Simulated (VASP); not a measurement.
# NdScSb2 (P-3m1) in VASP: notebook

NdScSb2 is run at these levels: PBE; tasks: single point.

Everything below comes from runs of VASP 6.6.1. Logs are shortened: lines on timing, memory, paths and dates and some standing lists are left out, and cuts for length are marked.

## Step 1: The cell of the first run

The structure is trigonal, space group P-3m1 (No. 164). The conventional cell has a = 3.692 Å, b = 3.692 Å, c = 7.432 Å, α = 90.00°, β = 90.00°, γ = 120.00°. Within 3.8 Å of Nd (site symmetry -3m) lie 6 Sb at 2.83 Å and 6 Nd at 3.69 Å and 2 Sc at 3.72 Å. Within 3.8 Å of Sc (site symmetry -3m) lie 6 Sb at 2.83 Å and 6 Sc at 3.69 Å and 2 Nd at 3.72 Å. Within 3.7 Å of Sb (site symmetry 3m) lie 3 Nd at 2.83 Å and 3 Sc at 2.83 Å and 6 Sb at 3.69 Å.

The cell was built from a structure type or drawn by symmetry, and may not be a known phase.

## Step 2: Single point, PBE

Input file INCAR:

```
ALGO = Normal ; EDIFF = 1E-6
ENCUT = 500 ; GGA = PE
GGA_COMPAT = F ; ISIF = 2
ISMEAR = 0 ; LASPH = T
LCHARG = F ; LMAXMIX = 6
LREAL = F ; LWAVE = F
NBANDS = 24 ; NELM = 200
PREC = Accurate ; SIGMA = 0.1
```

Input file KPOINTS:

```
k-points
0
Gamma
  6 6 4
```

Input file POSCAR:

```
NdScSb2
1.0
    3.6924541500      0.0000000000      0.0000000000
   -1.8462270700      3.1977590900      0.0000000000
    0.0000000000      0.0000000000      7.4321034400
Nd Sc Sb
1 1 2
Direct
    0.0000000000      0.0000000000      0.0000000000
    0.0000000000      0.0000000000      0.5000000000
    0.3333333300      0.6666666700      0.2496280100
    0.6666666700      0.3333333300      0.7503719900
```

Potentials or basis: VASP PAW PBE potentials, release 64 (Nd_3, Sc_sv, Sb), 4f in core.

Command:

```bash
$ cat potpaw_PBE.64/Nd_3/POTCAR potpaw_PBE.64/Sc_sv/POTCAR potpaw_PBE.64/Sb/POTCAR > POTCAR
$ mpirun -np 1 vasp_std > vasp.out
```

OUTCAR:

```text
EDIFF = 1E-6
   ENCUT = 500
   GGA = PE
   ISIF = 2
   ISMEAR = 0
   LASPH = T
   LREAL = F
   NELM = 200
   PREC = Accurate

 ion  position               nearest neighbor table
   1  0.000  0.000  0.000-   3 2.83   4 2.83   3 2.83   4 2.83   4 2.83   3 2.83
   2  0.000  0.000  0.500-   3 2.83   4 2.83   3 2.83   4 2.83   4 2.83   3 2.83
   3  0.333  0.667  0.250-   1 2.83   1 2.83   1 2.83   2 2.83   2 2.83   2 2.83
   4  0.667  0.333  0.750-   1 2.83   1 2.83   1 2.83   2 2.83   2 2.83   2 2.83

  LATTYP: Found a hexagonal cell.
 ALAT       =     3.6924541500
 C/A-ratio  =     2.0127815101

  Lattice vectors:

 A1 = (   3.6924541500,   0.0000000000,   0.0000000000)
 A2 = (  -1.8462270700,   3.1977590900,   0.0000000000)
 A3 = (   0.0000000000,   0.0000000000,   7.4321034400)

Analysis of symmetry for initial positions (statically):
=====================================================================
 Subroutine PRICEL returns:
 Original cell was already a primitive cell.

 Routine SETGRP: Setting up the symmetry group for a
 hexagonal supercell.

 Subroutine GETGRP returns: Found 12 space group operations
 (whereof 12 operations were pure point group operations)
 out of a pool of 24 trial point group operations.

The static configuration has the point symmetry D_3d.

Analysis of symmetry for dynamics (positions and initial velocities):
=====================================================================
 Subroutine PRICEL returns:
 Original cell was already a primitive cell.

 Routine SETGRP: Setting up the symmetry group for a
 hexagonal supercell.

 Subroutine GETGRP returns: Found 12 space group operations
 (whereof 12 operations were pure point group operations)
 out of a pool of 24 trial point group operations.

The dynamic configuration has the point symmetry D_3d.

 Subroutine INISYM returns: Found 12 space group operations
 (whereof 12 operations are pure point group operations),
 and found     1 'primitive' translations

----------------------------------------------------------------------------------------

                                     Primitive cell

  volume of cell :      87.7551

  direct lattice vectors                    reciprocal lattice vectors
     3.692454150  0.000000000  0.000000000     0.270822591  0.156359496  0.000000000
    -1.846227070  3.197759090  0.000000000     0.000000000  0.312718992  0.000000000
     0.000000000  0.000000000  7.432103440     0.000000000  0.000000000  0.134551410

  length of vectors
     3.692454150  3.692454142  7.432103440     0.312718992  0.312718992  0.134551410

  position of ions in fractional coordinates (direct lattice)
     0.000000000  0.000000000  0.000000000
     0.000000000  0.000000000  0.500000000
     0.333333330  0.666666670  0.249628010
     0.666666670  0.333333330  0.750371990

  ion indices of the primitive-cell ions
   primitive index   ion index
                 1           1
                 2           2
                 3           3
                 4           4

----------------------------------------------------------------------------------------

 KPOINTS: k-points

Automatic generation of k-mesh.
 Grid dimensions read from file:
 generate k-points for:    6    6    4

 Generating k-lattice:

  Cartesian coordinates                     Fractional coordinates (reciprocal lattice)
     0.045137098  0.026059916  0.000000000     0.166666667  0.000000000  0.000000000
     0.000000000  0.052119832  0.000000000     0.000000000  0.166666667  0.000000000
     0.000000000  0.000000000  0.033637853     0.000000000  0.000000000  0.250000000

  Length of vectors
     0.052119832  0.052119832  0.033637853

  Shift w.r.t. Gamma in fractional coordinates (k-lattice)
     0.000000000  0.000000000  0.000000000

 Subroutine IBZKPT returns following result:
 ===========================================

 Found     24 irreducible k-points:

 Following reciprocal coordinates:
            Coordinates               Weight
  0.000000  0.000000  0.000000      1.000000
  0.166667  0.000000  0.000000      6.000000
  0.333333  0.000000  0.000000      6.000000
  0.500000  0.000000  0.000000      3.000000
  0.166667  0.166667  0.000000      6.000000
  0.333333  0.166667  0.000000     12.000000
[... 16 lines left out ...]
  0.333333  0.166667  0.500000     12.000000
  0.333333  0.333333  0.500000      2.000000
   k-points           NKPTS =     24   k-points in BZ     NKDIM =     24   number of bands    NBANDS=     24
   number of dos      NEDOS =    301   number of ions     NIONS =      4
   total plane-waves  NPLWV =  42336
   dimension x,y,z NGX =    28 NGY =   28 NGZ =   54
   dimension x,y,z NGXF=    56 NGYF=   56 NGZF=  108
   ions per type =               1   1   2
   NGX,Y,Z   is equivalent  to a cutoff of  12.61, 12.61, 12.08 a.u.
   NGXF,Y,Z  is equivalent  to a cutoff of  25.21, 25.21, 24.16 a.u.
 SYSTEM =  unknown system
   PREC   = accura    normal or accurate (medium, high low for compatibility)
   ISTART =      0    job   : 0-new  1-cont  2-samecut
   ICHARG =      2    charge: 1-file 2-atom 10-const
   ISPIN  =      1    spin polarized calculation?
   LNONCOLLINEAR =      F non collinear calculations
   LSORBIT =      F    spin-orbit coupling
   LASPH  =      T    aspherical Exc in radial PAW
   ENCUT  =  500.0 eV  36.75 Ry    6.06 a.u.   6.73  6.73 13.55*2*pi/ulx,y,z
   NELM   =    200;   NELMIN=  2; NELMDL= -5     # of ELM steps
   EDIFF  = 0.1E-05   stopping-criterion for ELM
   LREAL  =      F    real-space projection
   EDIFFG = 0.1E-04   stopping-criterion for IOM
   NSW    =      0    number of steps for IOM
   IBRION =     -1    ionic relax: 0-MD 1-quasi-New 2-CG
   NFREE  =      0    steps in history (QN), initial steepest desc. (CG)
   ISIF   =      2    stress and relaxation
   ISYM   =      2    0-nonsym 1-usesym 2-fastsym
   POTIM  = 0.5000    time-step for ionic-motion
   TEBEG  =    0.0;   TEEND  =   0.0 temperature during run
   PSTRESS=    0.0 pullay stress
   NELECT =      32.0000    total number of electrons
   NUPDOWN=      -1.0000    fix difference up-down
   EMIN   =  10.00;   EMAX   =-10.00  energy-range for DOS
   EFERMI =   0.00;   METHOD = LEGACY
   ISMEAR =     0;   SIGMA  =   0.10  broadening in eV -4-tet -1-fermi 0-gaus
   EFERMI_NEDOS =   21; number of points for ismear=-14 and -15
   IALGO  =     38    algorithm
   IMIX   =      4    mixing-type and parameters
     AMIX     =   0.40;   BMIX     =  1.00
     AMIX_MAG =   1.60;   BMIX_MAG =  1.00
  volume/ion in A,a.u.               =      21.94       148.05
  Fermi-wavevector in a.u.,A,eV,Ry     =   1.169591  2.210206 18.611991  1.367943
  Thomas-Fermi vector in A             =   2.306061
   LORBIT       =      0    0 simple, 1 ext, 2 COOP (PROOUT), +10 PAW based schemes
   GGA     = PE    functional components
   LHFCALC =     F    Hartree Fock is set to
   AEXX    =    0.0000 exact exchange contribution
   IVDW    =     0    specifies the selected vdW correction
   LEPSILON=     F    determine dielectric tensor
   LRPA    =     F    only Hartree local field effects (RPA)
 non-spin polarized calculation
 Gauss-broadening in eV      SIGMA  =   0.10
  energy-cutoff  :      500.00
  volume of cell :       87.76
 maximum number of plane-waves:      2248
 NGX is ok and might be reduce to    28
   NGX = 13   NGY = 13   NGZ = 27

 number of electron      31.9999996 magnetization

 Free energy of the ion-electron system (eV)
  ---------------------------------------------------
  ext. energy  EPLUGINS =         0.00000000
  ---------------------------------------------------
  free energy    TOTEN  =       -20.16977063 eV

  energy without entropy =      -20.16372778  energy(sigma->0) =      -20.16674921

 E-fermi :   7.9159     XC(G=0): -10.9979

 val. band max:        7.8797679761   @ k =   0.5000   0.0000   0.2500
 cond. band min:       7.9939818281   @ k =   0.0000   0.3333   0.2500
 fundamental gap:      0.1142138520
 Fermi energy:         7.9158938641

 k-point     1 :       0.0000    0.0000    0.0000
  band No.  band energies     occupation
      1     -41.3899      2.00000
      2     -29.0132      2.00000
      3     -20.0619      2.00000
      4     -20.0619      2.00000
      5     -20.0351      2.00000
      6     -10.8889      2.00000
[... 16 lines left out ...]
     23      11.0979      0.00000
     24      11.2631      0.00000

 k-point     2 :       0.1667    0.0000    0.0000
  band No.  band energies     occupation
      1     -41.3875      2.00000
      2     -28.9874      2.00000
      3     -20.0900      2.00000
      4     -20.0682      2.00000
      5     -20.0281      2.00000
      6     -10.7955      2.00000
[... 16 lines left out ...]
     23      11.7325      0.00000
     24      11.7993      0.00000

 k-point     3 :       0.3333    0.0000    0.0000
  band No.  band energies     occupation
      1     -41.3826      2.00000
      2     -28.9351      2.00000
      3     -20.1455      2.00000
      4     -20.0808      2.00000
      5     -20.0142      2.00000
      6     -10.9026      2.00000
[... 16 lines left out ...]
     23      12.1517      0.00000
     24      12.3085      0.00000

 k-point     4 :       0.5000    0.0000    0.0000
  band No.  band energies     occupation
      1     -41.3802      2.00000
      2     -28.9086      2.00000
      3     -20.1730      2.00000
      4     -20.0871      2.00000
      5     -20.0072      2.00000
      6     -11.1491      2.00000
[... 16 lines left out ...]
     23      13.0086      0.00000
     24      13.3409      0.00000

 k-point     5 :       0.1667    0.1667    0.0000
  band No.  band energies     occupation
      1     -41.3838      2.00000
      2     -28.9482      2.00000
      3     -20.1263      2.00000
      4     -20.0831      2.00000
      5     -20.0177      2.00000
      6     -10.7115      2.00000
[... 16 lines left out ...]
     23      12.1124      0.00000
     24      12.7795      0.00000

 k-point     6 :       0.3333    0.1667    0.0000
  band No.  band energies     occupation
      1     -41.3802      2.00000
      2     -28.9087      2.00000
      3     -20.1585      2.00000
      4     -20.1017      2.00000
      5     -20.0072      2.00000
      6     -11.0118      2.00000
[... 16 lines left out ...]
     23      12.8880      0.00000
     24      13.3139      0.00000
[... 379 lines left out ...]
 k-point    21 :       0.5000    0.0000    0.5000
  band No.  band energies     occupation
      1     -41.3802      2.00000
      2     -28.9087      2.00000
      3     -20.1730      2.00000
      4     -20.0871      2.00000
      5     -20.0065      2.00000
      6     -11.1499      2.00000
[... 16 lines left out ...]
     23      12.2579      0.00000
     24      13.0729      0.00000

 k-point    22 :       0.1667    0.1667    0.5000
  band No.  band energies     occupation
      1     -41.3838      2.00000
      2     -28.9483      2.00000
      3     -20.1263      2.00000
      4     -20.0831      2.00000
      5     -20.0168      2.00000
      6     -10.7115      2.00000
[... 16 lines left out ...]
     23      12.0793      0.00000
     24      12.9217      0.00000

 k-point    23 :       0.3333    0.1667    0.5000
  band No.  band energies     occupation
      1     -41.3802      2.00000
      2     -28.9087      2.00000
      3     -20.1585      2.00000
      4     -20.1017      2.00000
      5     -20.0065      2.00000
      6     -11.0123      2.00000
[... 16 lines left out ...]
     23      12.1777      0.00000
     24      13.3900      0.00000

 k-point    24 :       0.3333    0.3333    0.5000
  band No.  band energies     occupation
      1     -41.3790      2.00000
      2     -28.8955      2.00000
      3     -20.1386      2.00000
      4     -20.1386      2.00000
      5     -20.0031      2.00000
      6     -10.8107      2.00000
[... 16 lines left out ...]
     23      12.0129      0.00000
     24      12.0860      0.00000

------------------------ aborting loop because EDIFF is reached ----------------------------------------

  FORCE on cell =-STRESS in cart. coord.  units (eV):
  Direction    XX          YY          ZZ          XY          YZ          ZX
  --------------------------------------------------------------------------------------
  -------------------------------------------------------------------------------------
  Total       17.4378179     17.4378178     18.0573997      0.0000000      0.0000000     -0.0000000
  in kB      318.3685217    318.3685205    329.6804497      0.0000005      0.0000000     -0.0000000
  external PRESSURE =     322.1391640 kB  Pullay stress =       0.0000000 kB

 VOLUME and BASIS-vectors are now :
 -----------------------------------------------------------------------------
  energy-cutoff  :      500.00
  volume of cell :       87.76
      direct lattice vectors                 reciprocal lattice vectors
     3.692454150  0.000000000  0.000000000     0.270822591  0.156359496  0.000000000
    -1.846227070  3.197759090  0.000000000     0.000000000  0.312718992  0.000000000
     0.000000000  0.000000000  7.432103440     0.000000000  0.000000000  0.134551410

 POSITION                                       TOTAL-FORCE (eV/Angst)
 -----------------------------------------------------------------------------------
      0.00000      0.00000      0.00000        -0.000000      0.000000      0.000000
      0.00000      0.00000      3.71605        -0.000000      0.000000      0.000000
     -0.00000      2.13184      1.85526         0.000000      0.000000      3.037252
      1.84623      1.06592      5.57684        -0.000000      0.000000     -3.037252
 -----------------------------------------------------------------------------------
    total drift:                               -0.000000     -0.000000      0.000000

  FREE ENERGIE OF THE ION-ELECTRON SYSTEM (eV)
  ---------------------------------------------------
  free  energy   TOTEN  =       -20.1697706326 eV

  energy  without entropy=      -20.1637277793  energy(sigma->0) =      -20.16674921
```

Wall time 33 s (1 thread of Intel Xeon 6975P-C (Granite Rapids), shared host); peak memory 0.22 GiB.

Results:

```yaml
Free_energy: -20.1698 eV
Pressure: 32.2 GPa
Largest_force: 3.037 eV/Å
Band_gap_on_the_k_mesh: zero (bands 16 and 17 overlap by 1.71 eV)
```

Forces on the atoms (eV/Å):
```
Nd   0.000  0.000  0.000
Sc   0.000  0.000  0.000
Sb   0.000  0.000  3.037
Sb   0.000  0.000 -3.037
```

Caveat: the cell stands under pressure; spin-orbit coupling is left out, which moves the levels of the heavy elements; the 4f electrons are frozen in the core, so they carry no moment and show no levels; forces of over 1 eV/Å act on the atoms, so gaps and moduli don't describe the material at rest. Spin polarisation is off, so any magnetic state and its effect on volume and gap are missing.

## Step 3: Single point, PBE

This run uses another cell than the first one, of 29.76 Å³/atom.

Input file INCAR:

```
SYSTEM = NdScSb2
PREC = Accurate
ENCUT = 500
EDIFF = 1E-6
ISMEAR = 0
SIGMA = 0.1
LREAL = .FALSE.
LASPH = .TRUE.
NELM = 200
ALGO = Normal
ISIF = 2
LWAVE = .FALSE.
LCHARG = .TRUE.
GGA = PE
LELF = .TRUE.
LVHAR = .TRUE.
NBANDS = 24
GGA_COMPAT = .FALSE.
LMAXMIX = 6
```

Input file KPOINTS:

```
regular mesh
0
G
  6 6 4
  0 0 0
```

Input file POSCAR:

```
NdScSb2
1.0
    4.3138220097     -0.0000000034      0.0000000000
   -2.1569110019      3.7358794495      0.0000000000
    0.0000000000      0.0000000000      7.3873765997
Nd Sc Sb
1 1 2
Direct
    0.0000000000      0.0000000000      0.0000000000
    0.0000000000      0.0000000000      0.5000000000
    0.3333333333      0.6666666667      0.2737420028
    0.6666666667      0.3333333333      0.7262579972
```

Potentials or basis: VASP PAW PBE potentials, release 64 (Nd_3, Sc_sv, Sb), 4f in core.

Command:

```bash
$ cat potpaw_PBE.64/Nd_3/POTCAR potpaw_PBE.64/Sc_sv/POTCAR potpaw_PBE.64/Sb/POTCAR > POTCAR
$ mpirun -np 1 vasp_std > vasp.out
```

It took 37 s on 1 thread of Intel Xeon 6975P-C (Granite Rapids), shared host; peak memory 0.27 GiB.

Results (log left out):

```
Free energy            : -23.1601 eV
Pressure               : 0.3 GPa
Largest force          : 0.031 eV/Å
Band gap on the k mesh : zero (bands 16 and 17 overlap by 1.30 eV)
```

Forces in eV/Å, atoms in the order of the input:
```
Nd   0.000  0.000  0.000
Sc   0.000  0.000  0.000
Sb   0.000  0.000  0.031
Sb   0.000  0.000 -0.031
```

Stress tensor (GPa, compression positive):
```
0.28 0.00 0.00
0.00 0.28 0.00
0.00 0.00 0.43
```

Levels at points of the mesh, in eV from the Fermi level:
```tsv
k point	band 12	band 13	band 14	band 15	band 16	band 17	band 18	band 19	band 20	band 21
(0.00, 0.00, 0.00)	-1.44	-1.44	-0.15	0.75	1.05	1.05	1.10	1.10	1.23	1.23
(0.50, 0.00, 0.00)	-2.25	-2.14	-1.54	-1.32	-0.48	-0.25	1.37	1.94	2.06	2.34
(0.00, 0.00, 0.50)	-2.19	-0.84	-0.84	-0.64	-0.64	1.41	1.41	1.53	1.83	1.88
(0.50, 0.00, 0.50)	-3.30	-1.78	-1.29	-1.05	-0.89	0.44	0.94	2.01	2.10	3.38
```

Caveat: spin-orbit coupling is left out, which moves the levels of the heavy elements; the 4f electrons are frozen in the core, so they carry no moment and show no levels. Spin polarisation is off, so any magnetic state and its effect on volume and gap are missing.
